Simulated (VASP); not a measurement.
# AgCl (Pm-3m) in VASP: a series of runs, part 2 of 2

VASP 6.6.1.

### Step 3. Single point, PBEsol (volume scaled by 1.05)

INCAR reads:

```
SYSTEM = AgCl
PREC = Accurate ; ENCUT = 520
EDIFF = 1E-6 ; ISMEAR = -1
SIGMA = 0.01 ; LREAL = .FALSE.
LASPH = .TRUE. ; NELM = 100
ALGO = Normal ; ISIF = 2
LWAVE = .FALSE. ; LCHARG = .FALSE.
GGA = PS ; NBANDS = 16
```

KPOINTS reads:

```
regular mesh
0
G
  9 9 9
  0 0 0
```

POSCAR reads:

```
AgCl
1.0
    3.4902776466      0.0000000000      0.0000000000
    0.0000000000      3.4902776466      0.0000000000
    0.0000000000      0.0000000000      3.4902776466
Ag Cl
1 1
Direct
    0.0000000000      0.0000000000      0.0000000000
    0.5000000000      0.5000000000      0.5000000000
```

Potentials or basis: VASP PAW PBE potentials, release 64 (Ag, Cl).

Started as:

```sh
$ cat potpaw_PBE.64/Ag/POTCAR potpaw_PBE.64/Cl/POTCAR > POTCAR
$ mpirun -np 1 vasp_std > vasp.out
```

OUTCAR:

```text
SYSTEM = AgCl
   PREC = Accurate
   ENCUT = 520
   EDIFF = 1E-6
   ISMEAR = -1
   LREAL = .FALSE.
   LASPH = .TRUE.
   NELM = 100
   ISIF = 2
   GGA = PS

 ion  position               nearest neighbor table
   1  0.000  0.000  0.000-   2 3.02   2 3.02   2 3.02   2 3.02   2 3.02   2 3.02   2 3.02   2 3.02

   2  0.500  0.500  0.500-   1 3.02   1 3.02   1 3.02   1 3.02   1 3.02   1 3.02   1 3.02   1 3.02

  LATTYP: Found a simple cubic cell.
 ALAT       =     3.4902776466

  Lattice vectors:

 A1 = (   3.4902776466,   0.0000000000,   0.0000000000)
 A2 = (   0.0000000000,   3.4902776466,   0.0000000000)
 A3 = (   0.0000000000,   0.0000000000,   3.4902776466)

Analysis of symmetry for initial positions (statically):
=====================================================================
 Subroutine PRICEL returns:
 Original cell was already a primitive cell.

 Routine SETGRP: Setting up the symmetry group for a
 simple cubic supercell.

 Subroutine GETGRP returns: Found 48 space group operations
 (whereof 48 operations were pure point group operations)
 out of a pool of 48 trial point group operations.

The static configuration has the point symmetry O_h .

[... 154 lines left out ...]
  ext. energy  EPLUGINS =         0.00000000
  ---------------------------------------------------
  free energy    TOTEN  =        -5.69590219 eV

  energy without entropy =       -5.69590219  energy(sigma->0) =       -5.69590219

 E-fermi :   3.3767     XC(G=0): -10.3603

 val. band max:        3.1744252672   @ k =   0.4444   0.0000   0.0000
 cond. band min:       3.6087884806   @ k =   0.0000   0.0000   0.0000
 fundamental gap:      0.4343632134
 Fermi energy:         3.3767293127

 k-point     1 :       0.0000    0.0000    0.0000
  band No.  band energies     occupation
      1     -11.0797      2.00000
      2       0.6371      2.00000
      3       0.6371      2.00000
      4       1.4992      2.00000
      5       1.4992      2.00000
      6       1.4992      2.00000
[... 433 lines left out ...]
      3      -0.0609      2.00000
      4       0.9612      2.00000
      5       1.1279      2.00000
      6       1.2492      2.00000
[... 8 lines left out ...]
     15      17.0412      0.00000
     16      18.7518      0.00000

 [... further k-points ...]
[... 5 lines left out ...]
  --------------------------------------------------------------------------------------
  -------------------------------------------------------------------------------------
  Total       -1.6641626     -1.6641626     -1.6641626      0.0000000      0.0000000      0.0000000
  in kB      -62.7085000    -62.7085000    -62.7085000      0.0000000      0.0000000      0.0000000
  external PRESSURE =     -62.7085000 kB  Pullay stress =       0.0000000 kB

 VOLUME and BASIS-vectors are now :
 -----------------------------------------------------------------------------
  energy-cutoff  :      520.00
  volume of cell :       42.52
      direct lattice vectors                 reciprocal lattice vectors
     3.490277647  0.000000000  0.000000000     0.286510158  0.000000000  0.000000000
     0.000000000  3.490277647  0.000000000     0.000000000  0.286510158  0.000000000
     0.000000000  0.000000000  3.490277647     0.000000000  0.000000000  0.286510158

 POSITION                                       TOTAL-FORCE (eV/Angst)
 -----------------------------------------------------------------------------------
      0.00000      0.00000      0.00000         0.000000      0.000000      0.000000
      1.74514      1.74514      1.74514         0.000000      0.000000      0.000000
 -----------------------------------------------------------------------------------
    total drift:                                0.000000      0.000000      0.000000

  FREE ENERGIE OF THE ION-ELECTRON SYSTEM (eV)
  ---------------------------------------------------
  free  energy   TOTEN  =        -5.6959021879 eV

  energy  without entropy=       -5.6959021879  energy(sigma->0) =       -5.69590219
```

stdout:

```text
POSCAR found type information on POSCAR AgCl
 POSCAR found :  2 types and       2 ions
 scaLAPACK will be used
 -----------------------------------------------------------------------------
|                                                                             |
|                                                                             |
|     You enforced a specific xc type in the INCAR file but a different       |
|     I HOPE YOU KNOW WHAT YOU ARE DOING!                                     |
|                                                                             |
 -----------------------------------------------------------------------------

 LDA part: xc-table for (Slater+PW92), standard interpolation
 POSCAR, INCAR and KPOINTS ok, starting setup
 FFT: planning ... GRIDC
 FFT: planning ... GRID_SOFT
 FFT: planning ... GRID
 WAVECAR not read
 entering main loop
```

Wall time 15 s (1 thread of AMD EPYC 7R43 (Zen 3), shared host); peak memory 0.13 GiB.

What came out:

```
Free energy            : -5.6959 eV
Pressure               : -6.3 GPa
Band gap on the k mesh : 0.43 eV, indirect (least direct gap 1.78 eV)
```

Caveat: the PAW data sets were made with another functional, which shifts forces and pressure a little.

### Step 4. Single point, PBEsol (volume scaled by 1.06)

INCAR reads:

```
SYSTEM = AgCl
PREC = Accurate ; ENCUT = 520
EDIFF = 1E-7 ; ISMEAR = -1
SIGMA = 0.01 ; LREAL = .False.
LASPH = .True. ; NELM = 100
ALGO = Normal ; ISIF = 2
LWAVE = .False. ; LCHARG = .False.
GGA = PS ; NBANDS = 16
```

KPOINTS reads:

```
Automatic mesh
0
Gamma
  9 9 9
  0 0 0
```

POSCAR reads:

```
AgCl
1.0
    3.5013229026      0.0000000000      0.0000000000
    0.0000000000      3.5013229026      0.0000000000
    0.0000000000      0.0000000000      3.5013229026
Ag Cl
1 1
Direct
    0.0000000000      0.0000000000      0.0000000000
    0.5000000000      0.5000000000      0.5000000000
```

Started as:

```sh
$ cat potpaw_PBE.64/Ag/POTCAR potpaw_PBE.64/Cl/POTCAR > POTCAR
$ mpirun -np 1 vasp_std > vasp.out
```

Run time: 20 s. Hardware: 1 thread of AMD EPYC 7R43 (Zen 3), shared host; peak memory 0.13 GiB.

The run converged. Its results:

* Free energy: -5.6799 eV
* Pressure: -6.5 GPa
* Band gap on the k mesh: 0.43 eV, indirect (least direct gap 1.75 eV)

Levels at points of the mesh, in eV from the valence-band top:
| k point | band 6 | band 7 | band 8 | band 9 | band 10 | band 11 | band 12 | band 13 |
| --- | --- | --- | --- | --- | --- | --- | --- | --- |
| (0.00, 0.00, 0.00) | -1.66 | -1.32 | -1.32 | -1.32 | 0.43 | 9.38 | 9.38 | 13.10 |

Caveat: the PAW data sets were made with another functional, which shifts forces and pressure a little. A k mesh can miss the band edges.

### Step 5. The runs side by side

```csv
cell,gap on the mesh (eV),pressure (GPa)
"a = 3.462 Å, 2 atoms",0.44,-5.6
"a = 3.490 Å, 2 atoms",0.43,-6.3
"a = 3.501 Å, 2 atoms",0.43,-6.5
```

Alike in all rows: task single point; level PBEsol; potentials or basis VASP PAW PBE potentials, release 64 (Ag, Cl); no spin polarisation; k mesh 9 × 9 × 9; cutoff (eV) 520; smearing fermi-dirac 0.01 eV.

Caveats: the PAW data sets were made with another functional, which shifts forces and pressure a little.

Total energies depend on the potentials used, so only differences within one code and one set of settings carry meaning.
